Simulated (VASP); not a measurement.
GaN, 2 atoms in the cell. Symmetry: Fm-3m, No. 225, cubic system. The conventional cell has a = 4.242 Å, b = 4.242 Å, c = 4.242 Å, α = 90.00°, β = 90.00°, γ = 90.00°. Within 2.8 Å of Ga (site symmetry m-3m) lie 6 N at 2.12 Å. Within 2.8 Å of N (site symmetry m-3m) lie 6 Ga at 2.12 Å.  This cell differs from its parent crystal: volume scaled by 0.98.

```yaml
Program: VASP 6.6.1
Task: single point
Functional: LDA
Potentials_or_basis: VASP PAW LDA potentials, release 64 (Ga_d, N)
Cutoff: 520 eV
k_mesh: 11 × 11 × 11
Occupations: fermi-dirac, width 0.05 eV
Spin: no spin polarisation
Dipole_correction: no
Further_INCAR_settings: ALGO = Normal; EDIFF = 1e-06; NBANDS = 16
```

Potentials or basis: VASP PAW LDA potentials, release 64 (Ga_d, N).

Run with:

```sh
$ cat potpaw_LDA.64/Ga_d/POTCAR potpaw_LDA.64/N/POTCAR > POTCAR
$ mpirun -np 1 vasp_std > vasp.out
```

Hardware: 1 thread of AMD EPYC 7R43 64-Core Processor (Zen 3), with other jobs on the host.

Task: Estimate the wall time of this run.

Result: It took 22 s on 1 thread of AMD EPYC 7R43 64-Core Processor (Zen 3), on a shared host, peak memory 0.1 GiB. Counts: scf iterations 12, k points 56.
